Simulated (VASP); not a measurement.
Here is a VASP 6.6.1 calculation.

The input INCAR:

```
SYSTEM = Si2Ni
ALGO     = Normal         ! electronic algorithm
EDIFF    = 1E-7           ! SCF threshold, eV
ENCUT    = 520            ! plane-wave cutoff, eV
GGA      = PE             ! functional
ISIF     = 2              ! what is computed and relaxed
ISMEAR   = 0              ! smearing method
LASPH    = .TRUE.         ! aspherical terms in the spheres
LCHARG   = .FALSE.        ! write CHGCAR
LREAL    = .FALSE.        ! projectors in reciprocal space
LWAVE    = .FALSE.        ! write WAVECAR
NBANDS   = 16             ! bands
NELM     = 100            ! most SCF steps
PREC     = Accurate       ! precision mode
SIGMA    = 0.1            ! smearing width, eV
```

The input KPOINTS:

```
k-points
0
G
  14 14 14
  0 0 0
```

Contents of POSCAR:

```
Si2Ni
1.0
    0.0000000000      2.7233943666      2.7233943666
    2.7233943666      0.0000000000      2.7233943666
    2.7233943666      2.7233943666      0.0000000000
Si Ni
2 1
Direct
    0.2500000000      0.2500000000      0.2500000000
    0.7500000000      0.7500000000      0.7500000000
    0.0000000000      0.0000000000      0.0000000000
```

Potentials or basis: VASP PAW PBE potentials, release 64 (Si, Ni).

Command:

```bash
$ cat potpaw_PBE.64/Si/POTCAR potpaw_PBE.64/Ni/POTCAR > POTCAR
$ mpirun -np 1 vasp_std > vasp.out
```

**Question.** Estimate the pressure.

**Answer.** 0.0 GPa.

**Question.** What does it give for the band gap on the k mesh?

**Answer.** Zero (bands 9 and 10 overlap by 2.14 eV).

Spin polarisation is off, so any magnetic state and its effect on volume and gap are missing.
